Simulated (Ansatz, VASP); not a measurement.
# PbI2: VASP beside Ansatz

INCAR

```
SYSTEM = PbI2
PREC = Accurate ; ENCUT = 500
EDIFF = 1E-7 ; ISMEAR = -1
SIGMA = 0.02 ; LREAL = .FALSE.
LASPH = .TRUE. ; NELM = 120
ALGO = Normal ; ISIF = 3
LWAVE = .FALSE. ; LCHARG = .FALSE.
IBRION = 2 ; NSW = 70
EDIFFG = -0.005 ; GGA_COMPAT = .FALSE.
NELMIN = 4
```

KPOINTS

```
regular mesh
0
G
  7 7 4
  0 0 0
```

POSCAR

```
PbI2
1.0
    4.5550000000      0.0000000000      0.0000000000
   -2.2775000000      3.9447457142      0.0000000000
    0.0000000000      0.0000000000      6.9770000000
Pb I
1 2
Direct
    0.0000000000      0.0000000000      0.0000000000
    0.3333333333      0.6666666667      0.2650000000
    0.6666666667      0.3333333333      0.7350000000
```

Input for Ansatz:

```yaml
crystal:
  lattice:
    - [4.555, 0.0, 0.0]
    - [-2.2775, 3.9447457142, 0.0]
    - [0.0, 0.0, 6.977]
  atoms:
    - { symbol: Pb, position: [0.0, 0.0, 0.0] }
    - { symbol: I, position: [0.3333333333, 0.6666666667, 0.265] }
    - { symbol: I, position: [0.6666666667, 0.3333333333, 0.735] }
kpoints:
  mp_grid: { grid: [7, 7, 4] }
scf:
  occupations: { method: fermi_dirac, width: 0.02 }
hamiltonian:
  xc: lda
  pseudopotentials: { kind: paw }
output:
  forces: true
  stress: true
  eigenvalues: true
  write_density: true
  write_potential: true
  elf: true
  volumetric_format: npy
relax:
  f_tol: 0.005
  max_steps: 50
  cell: {}
```

Alike in both runs: task relaxation of cell and atoms; functional LDA; k mesh 7 × 7 × 4; occupations fermi-dirac, width 0.02 eV; no spin polarisation.

|  | VASP | Ansatz |
| --- | --- | --- |
| version | VASP 6.6.1 | Ansatz 0.2.0 |
| potentials or method | VASP PAW LDA potentials, release 64 (Pb_d, I) | PAW with Ansatz's default frozen-core files, scalar-relativistic |
| plane-wave cutoff (eV) | 500 | 420 |
| valence electrons in the cell | 28 | 48 |

Ansatz gave:

```
gap on the k mesh at the Fermi level, each at its own relaxed structure (eV) : 1.91
relaxed volume (Å³/atom)                                                     : 39.13
relaxed cell length with the largest relative difference (Å)                 : 6.794
```

Question: Estimate VASP's values.

Answer: gap on the k mesh at the Fermi level, each at its own relaxed structure (eV): 1.89; relaxed volume (Å³/atom): 39.17; relaxed cell length with the largest relative difference (Å): 6.779.

LDA's correlation is that of Perdew and Zunger in VASP and of Perdew and Wang (1992) in Ansatz. VASP's potentials hold 28 valence electrons a cell and Ansatz's 48, so a difference there can come from the potentials and not from the codes.

Spin-orbit coupling is off throughout.
